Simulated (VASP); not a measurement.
Here is a VASP 6.6.1 calculation.

The input INCAR:

```
  PREC = Accurate
  ENCUT = 520
  EDIFF = 1E-6
  ISMEAR = -1
  SIGMA = 0.05
  LREAL = Auto
  LASPH = True
  NELM = 80
  ALGO = Normal
  ISIF = 2
  LWAVE = False
  LCHARG = False
  GGA = PE
  IVDW = 12
  NBANDS = 66
```

Contents of KPOINTS:

```
Automatic mesh
0
Gamma
  2 2 1
```

File POSCAR:

```
MgO
1.0
    5.8968460000      0.0000000000      0.0000000000
    2.9484230000      5.1068190000      0.0000000000
    0.0000000000      0.0000000000     19.0184440000
Mg O
12 12
Direct
    0.0000000000      0.0000000000      0.0525805371
   -0.0000010201      0.4999981397      0.0525805371
    0.4999960996      0.0000000000      0.0525805371
    0.4999950795      0.4999981397      0.0525805371
    0.6773663024      0.6657373210      0.1872077442
    0.6660840438      0.1768419832      0.1916034771
    0.1594579317      0.6599803126      0.1935174087
    0.2147984654      0.1221895665      0.1848836845
    0.3561289224      0.3936893005      0.3468107065
    0.3098229581      0.8510385819      0.3251843316
    0.8581209389      0.3176928730      0.3111085218
    0.8044827703      0.8131089040      0.3166925748
    0.3333257694      0.8333367601      0.1158717296
    0.3333267894      0.3333386204      0.1158717296
    0.8333388272      0.8333367601      0.1158717296
    0.8333228890      0.3333386204      0.1158717296
   -0.0116074334      0.5065579963      0.2400827323
    0.0382078572     -0.0044450371      0.2391362827
    0.4950587446      0.4969825639      0.2448675612
    0.5268538876      0.0003133066      0.2484588119
    0.7610265981      0.0992202778      0.3729379754
    0.6408067603      0.6222856146      0.3636312203
    0.1940996180      0.1892959198      0.3730378784
    0.0706232331      0.7667982750      0.3880548798
```

Potentials or basis: VASP PAW PBE potentials, release 64 (Mg, O).

Command:

```console
$ cat potpaw_PBE.64/Mg/POTCAR potpaw_PBE.64/O/POTCAR > POTCAR
$ mpirun -np 1 vasp_std > vasp.out
```

(1) What does it give for the dispersion energy per atom?

(2) What does it give for the band gap on the k mesh?

(3) Predict the largest force.

## Answers

(1) -0.206 eV.

(2) 0.02 eV (least direct gap 0.04 eV).

(3) 2.406 eV/Å.

Caveat: the k points lie up to 0.62 Å⁻¹ apart; the smearing spreads over this small gap; there is no dipole correction, which matters where the two faces differ; semilocal functionals underestimate gaps, and a narrow one can read as zero.
